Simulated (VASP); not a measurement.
PbF2: G0W0 quasiparticle levels with PBE

PbF2:

```xyz
3
Lattice="0.0000 2.9604 2.9604 2.9604 0.0000 2.9604 2.9604 2.9604 0.0000" Properties=species:S:1:pos:R:3 pbc="T T T"
Pb    0.0000    0.0000    0.0000
F     1.4802    1.4802    1.4802
F     4.4407    4.4407    4.4407
```

| Property | Result |
| --- | --- |
| Program | VASP 6.6.1 |
| Task | G0W0 quasiparticle levels |
| Functional | PBE |
| Potentials or basis | VASP PAW PBE potentials, release 64 (Pb_d_GW, F_GW) |
| Cutoff | 500 eV |
| k mesh | 4 × 4 × 4 |
| Occupations | gaussian, width 0.01 eV |
| Spin | no spin polarisation |
| Dipole correction | no |
| GW scheme | G0W0 |
| GW iterations | 1 |
| Cutoff of the response function | 80 |
| Frequency points | 96 |
| Empty bands | 84 |
| Further INCAR settings | ALGO = EVGW0; EDIFF = 1e-08; NBANDS = 99 |

```json
{
  "Quasiparticle gap": "6.19 eV",
  "Least direct quasiparticle gap": "6.48 eV",
  "Band gap of the starting levels on the mesh": "4.42 eV",
  "Least direct gap of the starting levels on the mesh": "4.57 eV"
}
```

It took 3.5 min on 1 thread of AMD EPYC 9R45 96-Core Processor (Zen 5) (shared host), peak memory 0.55 GiB.

Caveat: the k points lie up to 0.46 Å⁻¹ apart; bands, screening cutoff and mesh are small and nothing is extrapolated, so the quasiparticle values aren't converged; the structure was generated, so it needn't be the stable form of PbF2; spin-orbit coupling is left out, which moves the levels of the heavy elements.
